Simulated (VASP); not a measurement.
The system is Ge.

```
Ge
1.0
     4.06615    0.00000    0.00000
    -2.03308    3.52139    0.00000
     0.00000    0.00000    6.68032
Ge
4
Direct
  0.66667 0.33333 0.06259
  0.33333 0.66667 0.56259
  0.66667 0.33333 0.43741
  0.33333 0.66667 0.93741
```

This isn't the form of Ge at room conditions, which is diamond.

| Quantity | Value |
| --- | --- |
| Program | VASP 6.6.1 |
| Task | relaxation of cell and atoms |
| Functional | LDA |
| Potentials or basis | VASP PAW LDA potentials, release 64 (Ge_d) |
| Cutoff | 600 eV |
| k mesh | 6 × 6 × 4 |
| Occupations | fermi-dirac, width 0.02 eV |
| Spin | no spin polarisation |

At the start: pressure -4.2 GPa; volume 23.91 Å³/atom.

**Question.** Where does the relaxation end?

**Answer.** Over 14 steps the energy falls by 24.1 meV/atom and the volume is 22.23 Å³/atom (-7.1 %); space group P6_3/mmc (No. 194, to 0.1 Å) before and after.

Step by step:
```csv
step,energy change (eV),largest force (eV/Å),pressure (GPa),volume (Å³)
1,0.0000,0.0492,-4.22,95.65
2,-0.0886,0.0438,1.50,87.19
3,-0.0962,0.0279,0.08,88.92
4,-0.0961,0.0260,-0.25,89.05
5,-0.0962,0.0177,-0.17,89.02
6,-0.0962,0.0004,-0.14,89.03
7,-0.0963,0.0084,0.05,88.81
8,-0.0963,0.0021,-0.06,88.89
9,-0.0963,0.0063,0.03,88.85
10,-0.0963,0.0039,-0.02,88.87
11,-0.0963,0.0056,-0.02,88.86
12,-0.0963,0.0065,0.12,88.86
13,-0.0962,0.0045,-0.14,89.04
14,-0.0963,0.0044,0.00,88.91
```

Final structure:
```xyz
4
Lattice="3.9707 0.0000 0.0000 -1.9854 3.4388 0.0000 0.0000 0.0000 6.5111" Properties=species:S:1:pos:R:3 pbc="T T T"
Ge    1.9854    1.1463    0.4065
Ge    0.0000    2.2925    3.6621
Ge    1.9854    1.1463    2.8491
Ge    0.0000    2.2925    6.1047
```
